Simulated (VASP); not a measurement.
Runs of VASP 6.6.1 on CaC2. The structure is that of space group R-3m (No. 166), or close to it. The cells are those of the table. 

| cell | gap on the mesh (eV) | pressure (GPa) | largest force (eV/Å) |
| --- | --- | --- | --- |
| a = 4.940 Å, angles 43.5°, 3 atoms | 1.47 | (b) | 8.07 |
| a = 4.644 Å, angles 48.7°, 3 atoms | 2.53 | -8.5 | 3.17 |
| a = 4.470 Å, angles 52.3°, 3 atoms | 2.71 | (a) | 2.62 |
| a = 4.742 Å, angles 46.8°, 3 atoms | 2.40 | -11.3 | 5.32 |
| a = 5.139 Å, angles 40.6°, 3 atoms | (c) | -17.9 | 9.39 |

Alike in all rows: task single point; level LDA; potentials or basis VASP PAW LDA potentials, release 64 (Ca_sv, C); no spin polarisation; k mesh 9 × 9 × 9; cutoff (eV) 520; smearing gaussian 0.05 eV.

Question: Fill in the values left out.

Answer: (a) -1.7; (b) -15.3; (c) 0.57.

Caveats: an odd mesh through Γ misses points on the zone boundary, where band edges can lie; forces of over 1 eV/Å act on the atoms, so gaps and moduli don't describe the material at rest; the cell stands under tension (at least some runs).
